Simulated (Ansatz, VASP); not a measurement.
# AlN: VASP beside Ansatz

Contents of INCAR:

```
PREC = Accurate
ENCUT = 520
EDIFF = 1E-6
ISMEAR = 0
SIGMA = 0.018000000000000002
LREAL = False
LASPH = True
NELM = 80
ALGO = Normal
ISIF = 2
LWAVE = False
LCHARG = False
GGA = PE
NBANDS = 11
```

KPOINTS

```
Automatic mesh
0
Gamma
  11 11 11
```

POSCAR

```
AlN
1.0
    0.0000000000      2.0345180000      2.0345180000
    2.0345180000      0.0000000000      2.0345180000
    2.0345180000      2.0345180000      0.0000000000
Al N
1 1
Direct
    0.5000000000      0.5000000000      0.5000000000
    0.0000000000      0.0000000000      0.0000000000
```

Contents of input.yaml:

```yaml
crystal:
  lattice:
    - [0.0, 2.034518, 2.034518]
    - [2.034518, 0.0, 2.034518]
    - [2.034518, 2.034518, 0.0]
  atoms:
    - { symbol: Al, position: [0.5, 0.5, 0.5] }
    - { symbol: "N", position: [0.0, 0.0, 0.0] }
hamiltonian:
  xc: pbe
  pseudopotentials: { kind: paw }
kpoints:
  mp_grid: { grid: [11, 11, 11] }
scf:
  occupations: { method: gaussian, width: 0.018 }
output:
  forces: true
  stress: true
  eigenvalues: true
```

Alike in both runs: task single point; functional PBE; k mesh 11 × 11 × 11; occupations gaussian, width 0.018 eV; no spin polarisation.

|  | VASP | Ansatz |
| --- | --- | --- |
| version | VASP 6.6.1 | Ansatz 0.2.0 |
| potentials or method | VASP PAW PBE potentials, release 64 (Al, N) | Ansatz PAW |
| plane-wave cutoff (eV) | 520 | 420 |
| valence electrons in the cell | 8 | 8 |

```csv
,VASP,Ansatz,Ansatz less VASP
gap on the k mesh at the Fermi level (eV),4.55,4.58,+0.022
least direct gap on the mesh (eV),5.41,5.40,-0.010
pressure (GPa),0.0,0.3,+0.28
```

Noted on Ansatz's run: odd divisions of the mesh miss points on the zone boundary, where band edges often lie, so the gap on the mesh can be too wide.
